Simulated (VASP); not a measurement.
H:

```
H
1.0
     1.64853   -2.73169    0.00000
     1.64853    2.73169    0.00000
     0.00000    0.00000    6.31377
H
4
Direct
  0.56781 0.43219 0.99951
  0.43219 0.56781 0.00049
  0.43219 0.56781 0.49951
  0.56781 0.43219 0.50049
```

Base run:

| Item | Value |
| --- | --- |
| Program | VASP 6.6.1 |
| Functional | r2SCAN |
| Potentials or basis | VASP PAW PBE potentials, release 64 (H) |
| Cutoff | 520 eV |
| k mesh | 10 × 10 × 4 |
| Occupations | gaussian, width 0.02 eV |
| Spin | no spin polarisation |

Its results: band gap on the k mesh 9.08 eV; pressure 0.1 GPa; largest force 0.010 eV/Å.

Task: The run is repeated on the same cell with these changes: k mesh from 10 × 10 × 4, through Γ to 4 × 4 × 2, shifted. What comes out?

Result: Band gap on the k mesh 9.93 eV; pressure 0.1 GPa; largest force 0.011 eV/Å.

Caveats: some runs use coarse meshes; the PAW data sets were made with another functional, which shifts forces and pressure a little; a shifted mesh leaves out Γ, where band edges can lie (at least some runs).

A k mesh can miss the band edges.
